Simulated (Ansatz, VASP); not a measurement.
# Two plane-wave programs on YbH3

The input INCAR:

```
PREC = Accurate
ENCUT = 520
EDIFF = 1E-6
ISMEAR = -1
SIGMA = 0.05
LREAL = F
LASPH = T
NELM = 150
ALGO = Normal
ISIF = 2
LWAVE = F
LCHARG = F
ISPIN = 2
MAGMOM = 1 0 0 0
LORBIT = 11
LMAXMIX = 6
LDAU = T
LDAUTYPE = 2
LDAUL = 3 -1
LDAUU = 6 0
LDAUJ = 0 0
LDAUPRINT = 1
GGA = PE
NBANDS = 26
```

Contents of KPOINTS:

```
regular mesh
0
Gamma
  9 9 9
```

File POSCAR:

```
YbH3
1.0
    0.0000000000      2.6049710000      2.6049710000
    2.6049710000      0.0000000000      2.6049710000
    2.6049710000      2.6049710000      0.0000000000
Yb H
1 3
Direct
    0.0000000000      0.0000000000      0.0000000000
    0.5000000000      0.5000000000      0.5000000000
    0.2500000000      0.2500000000      0.2500000000
    0.7500000000      0.7500000000      0.7500000000
```

input.yaml

```yaml
crystal:
  lattice:
    - [0.0, 2.604971, 2.604971]
    - [2.604971, 0.0, 2.604971]
    - [2.604971, 2.604971, 0.0]
  atoms:
    - { symbol: Yb, position: [0.0, 0.0, 0.0], spin: 1.0 }
    - { symbol: H, position: [0.5, 0.5, 0.5] }
    - { symbol: H, position: [0.25, 0.25, 0.25] }
    - { symbol: H, position: [0.75, 0.75, 0.75] }
hamiltonian:
  xc: pbe
  pseudopotentials: { kind: paw }
  hubbard: { sites: [{ species: Yb, l: f, u_eff: 6.0 }] }
magnetization:
  spin_polarized: true
kpoints:
  mp_grid: { grid: [9, 9, 9] }
scf:
  occupations: { method: fermi_dirac, width: 0.05 }
  n_extra_bands: 10
output:
  forces: true
  stress: true
  eigenvalues: true
  dos: { projected: true, de: 0.05, nscf_kmesh: { grid: [14, 14, 14] } }
```

Alike in both runs: functional PBE; k mesh 9 × 9 × 9; occupations fermi-dirac, width 0.05 eV; collinear spin; Hubbard terms Yb f U = 6.0 eV.

|  | VASP | Ansatz |
| --- | --- | --- |
| version | VASP 6.6.1 | Ansatz 0.2.0 |
| potentials or method | VASP PAW PBE potentials, release 64 (Yb, H) | Ansatz PAW |
| plane-wave cutoff (eV) | 520 | 420 |
| valence electrons in the cell | 27 | 27 |
| task | single point | projected density of states |

VASP gave:

- gap on the k mesh at the Fermi level (eV): none
- pressure (GPa): -2.1
- net moment per atom (μB): 0.01
- size of the moment on the site where the two differ most (μB): 0.04

Question: Which values does Ansatz return?

Answer: gap on the k mesh at the Fermi level (eV): none; pressure (GPa): -2.1; net moment per atom (μB): 0.00; size of the moment on the site where the two differ most (μB): 0.00.

Site moments also hang on the region over which each program counts them. The programs project onto different local orbitals, so the same U acts differently, and such runs can settle in different states. A gap of «none» marks a metal or a gap that the smearing closes.

Neither program's run includes spin-orbit coupling. Noted on Ansatz's run: the magnetic or orbital state may not be the lowest.
